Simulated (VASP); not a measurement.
Here is a VASP 6.6.1 calculation.

Contents of POSCAR:

```
ZnS
1.0
    0.0000000000      2.6942019971      2.6942019971
    2.6942019971      0.0000000000      2.6942019971
    2.6942019971      2.6942019971      0.0000000000
Zn S
1 1
Direct
    0.0000000000      0.0000000000      0.0000000000
    0.7500000000      0.7500000000      0.7500000000
```

INCAR.step1

```
SYSTEM = ZnS
PREC     = Accurate       ! precision mode
ENCUT    = 520            ! plane-wave cutoff, eV
ISMEAR   = 0              ! smearing method
SIGMA    = 0.02           ! smearing width, eV
LREAL    = .False.        ! projectors in reciprocal space
LASPH    = .True.         ! aspherical terms in the spheres
NELM     = 60             ! most SCF steps
NBANDS   = 16             ! bands
GGA      = PE             ! functional
ALGO     = Normal         ! electronic algorithm
EDIFF    = 1E-4           ! SCF threshold, eV
LWAVE    = .True.         ! write WAVECAR
LCHARG   = .False.        ! write CHGCAR
```

INCAR.step2

```
SYSTEM = ZnS
PREC     = Accurate       ! precision mode
ENCUT    = 520            ! plane-wave cutoff, eV
EDIFF    = 1E-6           ! SCF threshold, eV
ISMEAR   = 0              ! smearing method
SIGMA    = 0.02           ! smearing width, eV
LREAL    = .False.        ! projectors in reciprocal space
LASPH    = .True.         ! aspherical terms in the spheres
NELM     = 60             ! most SCF steps
ALGO     = Normal         ! electronic algorithm
ISIF     = 2              ! what is computed and relaxed
LWAVE    = .False.        ! write WAVECAR
LCHARG   = .False.        ! write CHGCAR
METAGGA  = R2SCAN         ! meta-GGA
LMIXTAU  = .True.       
NBANDS   = 16             ! bands
ISTART   = 1
```

File KPOINTS:

```
regular mesh
0
Gamma
  8 8 8
  0 0 0
```

Potentials or basis: VASP PAW PBE potentials, release 64 (Zn, S).

Run with:

```console
$ cat potpaw_PBE.64/Zn/POTCAR potpaw_PBE.64/S/POTCAR > POTCAR
$ cp INCAR.step1 INCAR
$ mpirun -np 1 vasp_std > vasp.out
$ cp INCAR.step2 INCAR
$ mpirun -np 1 vasp_std > vasp.out
```

(1) Predict the band gap on the k mesh.

(2) What does it give for the pressure?

Results:

(1) 2.71 eV, direct.

(2) 0.0 GPa.

Caveat: the PAW data sets were made with another functional, which shifts forces and pressure a little.
